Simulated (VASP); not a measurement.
# FeGe (CsCl type) (Pm-3m) in VASP: relaxation of cell and atoms with r2SCAN

Aim: the relaxation of cell and atoms of FeGe (CsCl type) with r2SCAN.

Program: VASP 6.6.1. These are calculated values, not measurements. Logs are shortened: lines on timing, memory, paths and dates and some standing lists are left out, and cuts for length are marked.

**1. The cell of the first run**

It takes space group Pm-3m (No. 221, cubic). Conventional cell: a = 2.770 Å, b = 2.770 Å, c = 2.770 Å, α = 90.00°, β = 90.00°, γ = 90.00°. Fe (site symmetry m-3m) has 8 Ge at 2.40 Å and 6 Fe at 2.77 Å within 3.2 Å. Within 3.2 Å of Ge (site symmetry m-3m) lie 8 Fe at 2.40 Å and 6 Ge at 2.77 Å.

**2. Relaxation of cell and atoms, r2SCAN, collinear spin, ferromagnetic start**

POSCAR

```
FeGe
1.0
    2.7702721450      0.0000000000      0.0000000000
    0.0000000000      2.7702721450      0.0000000000
    0.0000000000      0.0000000000      2.7702721450
Fe Ge
1 1
Direct
    0.0000000000      0.0000000000      0.0000000000
    0.5000000000      0.5000000000      0.5000000000
```

INCAR.step1

```
SYSTEM = FeGe
PREC = Accurate
ENCUT = 600
ISMEAR = -1
SIGMA = 0.1
LREAL = .False.
LASPH = .True.
NELM = 150
ISPIN = 2
MAGMOM = 2.5 0
LMAXMIX = 4
GGA = PE
ALGO = Normal
EDIFF = 1E-4
LWAVE = .True.
LCHARG = .False.
```

INCAR.step2

```
SYSTEM = FeGe
PREC = Accurate
ENCUT = 600
EDIFF = 1E-6
ISMEAR = -1
SIGMA = 0.1
LREAL = .False.
LASPH = .True.
NELM = 150
ALGO = Normal
ISIF = 3
LWAVE = .False.
LCHARG = .False.
ISPIN = 2
MAGMOM = 2.5 0
LORBIT = 11
LMAXMIX = 4
METAGGA = R2SCAN
LMIXTAU = .True.
IBRION = 2
NSW = 60
EDIFFG = -0.005
ISTART = 1
```

KPOINTS

```
regular mesh
0
Gamma
  14 14 14
  0 0 0
```

Potentials or basis: VASP PAW PBE potentials, release 64 (Fe, Ge_d).

Run with:

```console
cat potpaw_PBE.64/Fe/POTCAR potpaw_PBE.64/Ge_d/POTCAR > POTCAR
cp INCAR.step1 INCAR
mpirun -np 1 vasp_std > vasp.out
cp INCAR.step2 INCAR
mpirun -np 1 vasp_std > vasp.out
```

OUTCAR:

```text
SYSTEM = FeGe
   PREC = Accurate
   ENCUT = 600
   EDIFF = 1E-6
   ISMEAR = -1
   LREAL = .False.
   LASPH = .True.
   NELM = 150
   ISIF = 3
   ISPIN = 2
   LORBIT = 11
   METAGGA = R2SCAN
   IBRION = 2
   NSW = 60
   EDIFFG = -0.005
   ISTART = 1

 ion  position               nearest neighbor table
   1  0.000  0.000  0.000-   2 2.40   2 2.40   2 2.40   2 2.40   2 2.40   2 2.40   2 2.40   2 2.40

   2  0.500  0.500  0.500-   1 2.40   1 2.40   1 2.40   1 2.40   1 2.40   1 2.40   1 2.40   1 2.40

  LATTYP: Found a simple cubic cell.
 ALAT       =     2.7702721450

  Lattice vectors:

 A1 = (   2.7702721450,   0.0000000000,   0.0000000000)
 A2 = (   0.0000000000,   2.7702721450,   0.0000000000)
 A3 = (   0.0000000000,   0.0000000000,   2.7702721450)

Analysis of symmetry for initial positions (statically):
=====================================================================
 Subroutine PRICEL returns:
 Original cell was already a primitive cell.

 Routine SETGRP: Setting up the symmetry group for a
 simple cubic supercell.

 Subroutine GETGRP returns: Found 48 space group operations
 (whereof 48 operations were pure point group operations)
 out of a pool of 48 trial point group operations.

The static configuration has the point symmetry O_h .

Analysis of symmetry for dynamics (positions and initial velocities):
=====================================================================
 Subroutine PRICEL returns:
 Original cell was already a primitive cell.

 Routine SETGRP: Setting up the symmetry group for a
 simple cubic supercell.

 Subroutine GETGRP returns: Found 48 space group operations
 (whereof 48 operations were pure point group operations)
 out of a pool of 48 trial point group operations.

The dynamic configuration has the point symmetry O_h .

Analysis of structural, dynamic, and magnetic symmetry:
=====================================================================
 Subroutine PRICEL returns:
 Original cell was already a primitive cell.

 Routine SETGRP: Setting up the symmetry group for a
 simple cubic supercell.

 Subroutine GETGRP returns: Found 48 space group operations
 (whereof 48 operations were pure point group operations)
 out of a pool of 48 trial point group operations.

The overall configuration has the point symmetry O_h .

 Subroutine INISYM returns: Found 48 space group operations
 (whereof 48 operations are pure point group operations),
 and found     1 'primitive' translations

----------------------------------------------------------------------------------------

                                     Primitive cell

  volume of cell :      21.2602

  direct lattice vectors                    reciprocal lattice vectors
     2.770272145  0.000000000  0.000000000     0.360975365  0.000000000  0.000000000
     0.000000000  2.770272145  0.000000000     0.000000000  0.360975365  0.000000000
     0.000000000  0.000000000  2.770272145     0.000000000  0.000000000  0.360975365

  length of vectors
     2.770272145  2.770272145  2.770272145     0.360975365  0.360975365  0.360975365

  position of ions in fractional coordinates (direct lattice)
     0.000000000  0.000000000  0.000000000
     0.500000000  0.500000000  0.500000000

  ion indices of the primitive-cell ions
   primitive index   ion index
                 1           1
                 2           2

----------------------------------------------------------------------------------------

 KPOINTS: regular mesh

Automatic generation of k-mesh.
 Grid dimensions read from file:
 generate k-points for:   14   14   14

 Generating k-lattice:

  Cartesian coordinates                     Fractional coordinates (reciprocal lattice)
     0.025783955  0.000000000  0.000000000     0.071428571  0.000000000  0.000000000
     0.000000000  0.025783955  0.000000000     0.000000000  0.071428571  0.000000000
     0.000000000  0.000000000  0.025783955     0.000000000  0.000000000  0.071428571

  Length of vectors
     0.025783955  0.025783955  0.025783955

  Shift w.r.t. Gamma in fractional coordinates (k-lattice)
     0.000000000  0.000000000  0.000000000

 Subroutine IBZKPT returns following result:
 ===========================================

 Found    120 irreducible k-points:

 Following reciprocal coordinates:
            Coordinates               Weight
  0.000000  0.000000  0.000000      1.000000
  0.071429  0.000000  0.000000      6.000000
  0.142857  0.000000  0.000000      6.000000
  0.214286  0.000000  0.000000      6.000000
  0.285714  0.000000  0.000000      6.000000
  0.357143  0.000000  0.000000      6.000000
[... 16 lines left out ...]
  0.285714  0.214286  0.000000     24.000000
  0.357143  0.214286  0.000000     24.000000
 [... further k-points ...]
   k-points           NKPTS =    120   k-points in BZ     NKDIM =    120   number of bands    NBANDS=     16
   number of dos      NEDOS =    301   number of ions     NIONS =      2
   total plane-waves  NPLWV =  13824
   dimension x,y,z NGX =    24 NGY =   24 NGZ =   24
   dimension x,y,z NGXF=    48 NGYF=   48 NGZF=   48
   ions per type =               1   1
   NGX,Y,Z   is equivalent  to a cutoff of  14.40, 14.40, 14.40 a.u.
   NGXF,Y,Z  is equivalent  to a cutoff of  28.81, 28.81, 28.81 a.u.
 SYSTEM =  FeGe
   PREC   = accura    normal or accurate (medium, high low for compatibility)
   ISTART =      1    job   : 0-new  1-cont  2-samecut
   ICHARG =      0    charge: 1-file 2-atom 10-const
   ISPIN  =      2    spin polarized calculation?
   LNONCOLLINEAR =      F non collinear calculations
   LSORBIT =      F    spin-orbit coupling
   LASPH  =      T    aspherical Exc in radial PAW
   ENCUT  =  600.0 eV  44.10 Ry    6.64 a.u.   5.53  5.53  5.53*2*pi/ulx,y,z
   NELM   =    150;   NELMIN=  2; NELMDL=  0     # of ELM steps
   EDIFF  = 0.1E-05   stopping-criterion for ELM
   LREAL  =      F    real-space projection
   EDIFFG = -.5E-02   stopping-criterion for IOM
   NSW    =     60    number of steps for IOM
   IBRION =      2    ionic relax: 0-MD 1-quasi-New 2-CG
   NFREE  =      1    steps in history (QN), initial steepest desc. (CG)
   ISIF   =      3    stress and relaxation
   ISYM   =      2    0-nonsym 1-usesym 2-fastsym
   POTIM  = 0.5000    time-step for ionic-motion
   TEBEG  =    0.0;   TEEND  =   0.0 temperature during run
   PSTRESS=    0.0 pullay stress
   NELECT =      22.0000    total number of electrons
   NUPDOWN=      -1.0000    fix difference up-down
   EMIN   =  10.00;   EMAX   =-10.00  energy-range for DOS
   EFERMI =   0.00;   METHOD = LEGACY
   ISMEAR =    -1;   SIGMA  =   0.10  broadening in eV -4-tet -1-fermi 0-gaus
   EFERMI_NEDOS =   21; number of points for ismear=-14 and -15
   IALGO  =     38    algorithm
   IMIX   =      4    mixing-type and parameters
     AMIX     =   0.40;   BMIX     =  1.00
     AMIX_MAG =   1.60;   BMIX_MAG =  1.00
  volume/ion in A,a.u.               =      10.63        71.74
  Fermi-wavevector in a.u.,A,eV,Ry     =   1.655871  3.129143 37.305955  2.741910
  Thomas-Fermi vector in A             =   2.743893
   LORBIT       =     11    0 simple, 1 ext, 2 COOP (PROOUT), +10 PAW based schemes
   METAGGA = R2SCAN    functional components
   LHFCALC =     F    Hartree Fock is set to
   AEXX    =    0.0000 exact exchange contribution
   IVDW    =     0    specifies the selected vdW correction
   LEPSILON=     F    determine dielectric tensor
   LRPA    =     F    only Hartree local field effects (RPA)
 conjugate gradient relaxation of ions
 spin polarized calculation
  energy-cutoff  :      600.00
  volume of cell :       21.26
 maximum number of plane-waves:       739
 NGX is ok and might be reduce to    24
   NGX = 11   NGY = 11   NGZ = 11

--------------------------------------- Ionic step        1  -------------------------------------------

 number of electron      22.0000016 magnetization      -0.0000127

 number of electron      22.0000016 magnetization       0.0000011

 Free energy of the ion-electron system (eV)
  ---------------------------------------------------
  ext. energy  EPLUGINS =         0.00000000
  ---------------------------------------------------
  free energy    TOTEN  =       -27.50479119 eV

  energy without entropy =      -27.48894690  energy(sigma->0) =      -27.49686905

 E-fermi :  10.7718     XC(G=0): -15.5062

 val. band max:       10.7324010379   @ k =   0.5000   0.5000   0.4286
 cond. band min:      10.8240108704   @ k =   0.5000   0.4286   0.4286
 fundamental gap:      0.0916098325
 Fermi energy:        10.7717948687

 spin component 1

 k-point     1 :       0.0000    0.0000    0.0000
  band No.  band energies     occupation
      1     -15.3953      1.00000
      2     -15.3953      1.00000
      3     -15.1856      1.00000
      4     -15.1856      1.00000
      5     -15.1856      1.00000
      6      -5.2456      1.00000
[... 8 lines left out ...]
     15      21.3888      0.00000
     16      21.3888      0.00000

 k-point     2 :       0.0714    0.0000    0.0000
  band No.  band energies     occupation
      1     -15.3941      1.00000
      2     -15.3857      1.00000
      3     -15.1884      1.00000
      4     -15.1884      1.00000
      5     -15.1850      1.00000
      6      -5.1376      1.00000
[... 8 lines left out ...]
     15      21.3601      0.00000
     16      21.8907      0.00000
[... 967 lines left out ...]
 VOLUME and BASIS-vectors are now :
 -----------------------------------------------------------------------------
  energy-cutoff  :      600.00
  volume of cell :       23.44
      direct lattice vectors                 reciprocal lattice vectors
     2.861776625 -0.000000000 -0.000000000     0.349433283  0.000000000  0.000000000
     0.000000000  2.861776625 -0.000000000     0.000000000  0.349433283 -0.000000000
    -0.000000000  0.000000000  2.861776625     0.000000000  0.000000000  0.349433283

 POSITION                                       TOTAL-FORCE (eV/Angst)
 -----------------------------------------------------------------------------------
      0.00000      0.00000      0.00000         0.000000     -0.000000      0.000000
      1.43089      1.43089      1.43089        -0.000000      0.000000      0.000000
 -----------------------------------------------------------------------------------
    total drift:                                0.000000      0.000000     -0.000000

  FREE ENERGIE OF THE ION-ELECTRON SYSTEM (eV)
  ---------------------------------------------------
  free  energy   TOTEN  =       -27.6528494186 eV

  energy  without entropy=      -27.6360572288  energy(sigma->0) =      -27.64445332

--------------------------------------- Ionic step        4  -------------------------------------------

 number of electron      21.9999985 magnetization       0.0000000

 number of electron      21.9999985 magnetization      -0.0000000

 Free energy of the ion-electron system (eV)
  ---------------------------------------------------
  ext. energy  EPLUGINS =         0.00000000
  ---------------------------------------------------
  free energy    TOTEN  =       -27.65300324 eV

  energy without entropy =      -27.63628990  energy(sigma->0) =      -27.64464657

 E-fermi :   9.3898     XC(G=0): -14.8596

 val. band max:        9.3651103389   @ k =   0.5000   0.4286   0.3571
 cond. band min:       9.4278360967   @ k =   0.3571   0.3571   0.3571
 fundamental gap:      0.0627257578
 Fermi energy:         9.3897961440

 spin component 1

 k-point     1 :       0.0000    0.0000    0.0000
  band No.  band energies     occupation
      1     -16.4999      1.00000
      2     -16.4999      1.00000
      3     -16.3448      1.00000
      4     -16.3448      1.00000
      5     -16.3448      1.00000
      6      -5.6133      1.00000
[... 8 lines left out ...]
     15      19.5440      0.00000
     16      19.5440      0.00000

 k-point     2 :       0.0714    0.0000    0.0000
  band No.  band energies     occupation
      1     -16.4991      1.00000
      2     -16.4927      1.00000
      3     -16.3470      1.00000
      4     -16.3470      1.00000
      5     -16.3444      1.00000
      6      -5.5136      1.00000
[... 8 lines left out ...]
     15      19.5289      0.00000
     16      19.9477      0.00000
[... 891 lines left out ...]
 VOLUME and BASIS-vectors are now :
 -----------------------------------------------------------------------------
  energy-cutoff  :      600.00
  volume of cell :       23.37
      direct lattice vectors                 reciprocal lattice vectors
     2.859047667 -0.000000000 -0.000000000     0.349766816  0.000000000  0.000000000
     0.000000000  2.859047667 -0.000000000     0.000000000  0.349766816 -0.000000000
    -0.000000000  0.000000000  2.859047667     0.000000000  0.000000000  0.349766816

 POSITION                                       TOTAL-FORCE (eV/Angst)
 -----------------------------------------------------------------------------------
      0.00000      0.00000      0.00000         0.000000     -0.000000      0.000000
      1.42952      1.42952      1.42952        -0.000000      0.000000      0.000000
 -----------------------------------------------------------------------------------
    total drift:                                0.000000      0.000000     -0.000000

  FREE ENERGIE OF THE ION-ELECTRON SYSTEM (eV)
  ---------------------------------------------------
  free  energy   TOTEN  =       -27.6530032394 eV

  energy  without entropy=      -27.6362899027  energy(sigma->0) =      -27.64464657

 reached required accuracy - stopping structural energy minimisation

 total charge

# of ion       s       p       d       tot
------------------------------------------
    1        0.397   0.535   6.583   7.516
    2        1.078   1.274  10.169  12.520
--------------------------------------------------
tot          1.475   1.809  16.752  20.035

 magnetization (x)

# of ion       s       p       d       tot
------------------------------------------
    1       -0.000  -0.000   0.000  -0.000
    2        0.000   0.000  -0.000   0.000
--------------------------------------------------
tot          0.000   0.000   0.000   0.000
```

Run time: 16 min. Hardware: 1 thread of Oxide Virtual Turin-like, shared host; peak memory 0.2 GiB.

What came out:

* Free energy: -27.6530 eV
* Relaxed volume: 11.69 Å³/atom
* Relaxed cell: a = 2.859 Å, b = 2.859 Å, c = 2.859 Å, α = 90.00°, β = 90.00°, γ = 90.00°
* Space group after relaxing (to 0.1 Å): Pm-3m (No. 221)
* Energy gained by relaxing: 74.1 meV/atom
* Ionic steps: 4
* Pressure after relaxing: -0.1 GPa
* Band gap on the k mesh: zero (filled and empty bands overlap)
* Net moment: 0.00 μB per cell
* Valence electrons inside the program's atomic spheres: Fe 7.52; Ge 12.52

Step by step:
```csv
step,energy change (eV),largest force (eV/Å),pressure (GPa),volume (Å³)
1,0.0000,0.0000,24.64,21.26
2,0.0916,0.0000,-20.29,26.70
3,-0.1481,0.0000,-0.69,23.44
4,-0.1482,0.0000,-0.05,23.37
```

Final structure:
```xyz
2
Lattice="2.8590 0.0000 0.0000 0.0000 2.8590 0.0000 0.0000 0.0000 2.8590" Properties=species:S:1:pos:R:3 pbc="T T T"
Fe    0.0000    0.0000    0.0000
Ge    1.4295    1.4295    1.4295
```

Caveat: the moments typed at the start vanished in this run; the PAW data sets were made with another functional, which shifts forces and pressure a little.

The gap in the log of VASP goes by the Fermi energy; the results here count the filled bands.